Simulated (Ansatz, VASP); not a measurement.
## One calculation of In2O3, two programs

```
In O
1.0
     2.73089    1.57668    4.79072
    -2.73089    1.57668    4.79072
     0.00000   -3.15336    4.79072
In O
4 6
Direct
  0.35768 0.35768 0.35768
  0.14232 0.14232 0.14232
  0.64232 0.64232 0.64232
  0.85768 0.85768 0.85768
  0.54553 0.95447 0.25000
  0.25000 0.54553 0.95447
  0.95447 0.25000 0.54553
  0.45447 0.04553 0.75000
  0.75000 0.45447 0.04553
  0.04553 0.75000 0.45447
```

Alike in both runs: task single point; functional LDA; k mesh 6 × 6 × 6; occupations gaussian, width 0.05 eV; no spin polarisation.

```csv
,VASP,Ansatz
version,VASP 6.6.1,Ansatz 0.2.0
potentials or method,"VASP PAW LDA potentials, release 64 (In_d, O), cutoff 520 eV","scalar-relativistic, plane waves, PAW"
valence electrons in the cell,88,88
```

|  | VASP | Ansatz | Ansatz less VASP |
| --- | --- | --- | --- |
| gap on the k mesh at the Fermi level (eV) | 1.31 | 1.29 | -0.023 |
| least direct gap on the mesh (eV) | 1.34 | 1.32 | -0.023 |
| pressure (GPa) | 0.7 | 0.0 | -0.75 |
| traceless stress, the component that is largest in VASP (GPa) | -0.11 | 0.00 | +0.112 |

LDA's correlation is that of Perdew and Zunger in VASP and of Perdew and Wang (1992) in Ansatz.
